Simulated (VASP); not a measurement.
Here is a VASP 6.6.1 calculation.

File INCAR:

```
PREC = Accurate ; ENCUT = 520
EDIFF = 1E-6 ; ISMEAR = 0
SIGMA = 0.05 ; LREAL = F
LASPH = T ; NELM = 100
ALGO = Normal ; ISIF = 2
LWAVE = F ; LCHARG = F
GGA = PE ; NBANDS = 24
```

File KPOINTS:

```
regular mesh
0
Gamma
  9 9 6
```

POSCAR

```
CaO
1.0
    3.8310713884      0.0000000000      0.0000000000
   -1.9155356942      3.5723673138      0.0000000000
    0.0000000000      0.0000000000      4.8717016612
Ca O
2 2
Direct
    0.3333333333      0.6666666667      0.7500000000
    0.6666666667      0.3333333333      0.2500000000
    0.3333333333      0.6666666667      0.2500000000
    0.6666666667      0.3333333333      0.7500000000
```

Potentials or basis: VASP PAW PBE potentials, release 64 (Ca_sv, O).

Run with:

```bash
$ cat potpaw_PBE.64/Ca_sv/POTCAR potpaw_PBE.64/O/POTCAR > POTCAR
$ mpirun -np 1 vasp_std > vasp.out
```

**Question.** Predict the largest force.

**Answer.** 0.432 eV/Å.

**Question.** What does it give for the band gap on the k mesh?

**Answer.** 3.19 eV.

**Question.** What does it give for the pressure?

**Answer.** 0.8 GPa.

Stress tensor (GPa, compression positive):
```
 4.62  0.00  0.00
 0.00 -1.23  0.00
 0.00  0.00 -1.14
```

Caveat: the cell differs from its parent crystal (strain +e along x and -e along y -0.0367, strain +e along z and -e/2 along x and y +0.0133); an odd mesh through Γ misses points on the zone boundary, where band edges can lie.
